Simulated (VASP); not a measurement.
Se: single point with r2SCAN

Crystal: Se.

```
Se
1.0
     2.90129    0.00000    0.00000
     0.00000    2.90129    0.00000
     0.00000    0.00000    2.90129
Se
1
Direct
  0.00000 0.00000 0.00000
```

```
Program                : VASP 6.6.1
Task                   : single point
Functional             : r2SCAN
Potentials or basis    : VASP PAW PBE potentials, release 64 (Se)
Cutoff                 : 520 eV
k mesh                 : 8 × 8 × 8
Occupations            : fermi-dirac, width 0.1 eV
Spin                   : no spin polarisation
Dipole correction      : no
Further INCAR settings : ALGO = Normal; EDIFF = 1e-07; NBANDS = 9
```

```json
{
 "Pressure": "-5.5 GPa",
 "Band gap on the k mesh": "zero (band 3 reaches 6.20 eV, above the bottom of band 4 at 0.34 eV)"
}
```

Levels at points of the mesh, in eV from the Fermi level:
```
           k point  band 1  band 2  band 3  band 4  band 5  band 6  band 7  band 8
(0.00, 0.00, 0.00)  -16.17    1.22    1.22    1.22    8.14    8.26    8.26   22.31
(0.50, 0.00, 0.00)  -14.28   -6.65    2.52    2.52   10.28   11.79   12.84   13.95
(0.50, 0.50, 0.00)  -12.39   -4.90   -4.90    3.69    3.70   13.52   16.06   16.06
(0.50, 0.50, 0.50)  -10.46   -3.35   -3.35   -3.35    6.53    6.53    6.53   10.60
```

Wall time 14 s on 1 thread of Intel(R) Xeon(R) Platinum 8488C (Sapphire Rapids), with other jobs on the host, peak memory 0.14 GiB.

Caveat: the PAW data sets were made with another functional, which shifts forces and pressure a little.
